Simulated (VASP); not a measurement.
Input of a VASP 6.6.1 run:

The input INCAR:

```
SYSTEM = SnO
ALGO = Normal ; EDIFF = 1E-6
ENCUT = 520 ; GGA = PS
ISIF = 2 ; ISMEAR = 0
LASPH = .TRUE. ; LCHARG = .FALSE.
LREAL = .FALSE. ; LWAVE = .FALSE.
NBANDS = 28 ; NELM = 60
PREC = Accurate ; SIGMA = 0.05
```

The input KPOINTS:

```
k-points
0
G
  8 6 6
  0 0 0
```

File POSCAR:

```
SnO
1.0
    3.3550050000      0.0880688812      0.0000000000
    0.1489452300      5.6741040000      0.0000000000
    0.0000000000      0.0000000000      4.2219700000
Sn O
2 2
Direct
    0.0000000000      0.2319090000      0.5131440000
    0.5000000000      0.7680910000      0.0131440000
    0.0000000000      0.8912500000      0.7368570000
    0.5000000000      0.1087500000      0.2368570000
```

Potentials or basis: VASP PAW PBE potentials, release 64 (Sn_d, O).

The run is started by

```sh
$ cat potpaw_PBE.64/Sn_d/POTCAR potpaw_PBE.64/O/POTCAR > POTCAR
$ mpirun -np 1 vasp_std > vasp.out
```

Q: What does it give for the pressure?

A: -2.8 GPa.

Q: Predict the largest force.

A: 0.412 eV/Å.

Forces in eV/Å, atoms in the order of the input:
```
Sn  -0.252 -0.315 -0.081
Sn   0.252  0.315 -0.081
O   -0.008  0.126  0.081
O    0.008 -0.126  0.081
```

Caveat: the cell differs from its parent crystal (strain +0.0525 x Voigt [0, 0, 0, 0, 0, 1]); the PAW data sets were made with another functional, which shifts forces and pressure a little.
